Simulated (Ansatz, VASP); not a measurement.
**Ca3As: VASP beside Ansatz**

```
Ca As
1.0
     6.22124    0.00000    0.00000
     0.00000    6.22124    0.00000
     0.00000    0.00000    6.22124
Ca As
6 2
Direct
  0.25000 0.00000 0.50000
  0.50000 0.75000 0.00000
  0.75000 0.00000 0.50000
  0.50000 0.25000 0.00000
  0.00000 0.50000 0.75000
  0.00000 0.50000 0.25000
  0.00000 0.00000 0.00000
  0.50000 0.50000 0.50000
```

Change from the starting cell: species swapped into the Zr3Sn type (Pm-3n, No. 223).

Alike in both runs: functional PBE; k mesh 6 × 6 × 6; occupations gaussian, width 0.1 eV; no spin polarisation.

Ansatz relaxed the structure, and its values are those at the end. VASP's run is a single point on that final structure, the one shown.

|  | VASP | Ansatz |
| --- | --- | --- |
| version | VASP 6.6.1 | Ansatz 0.2.0 |
| potentials or method | VASP PAW PBE potentials, release 64 (Ca_sv, As), cutoff 520 eV | scalar-relativistic, plane waves, PAW |
| valence electrons in the cell | 70 | 90 |

```tsv
	VASP	Ansatz	Ansatz less VASP
gap on the k mesh at the Fermi level (eV)	none	none	-
pressure (GPa)	0.1	0.0	-0.05
```

A gap of «none» marks a metal or a gap that the smearing closes. VASP's potentials hold 70 valence electrons a cell and Ansatz's 90, so a difference there can come from the potentials and not from the codes.
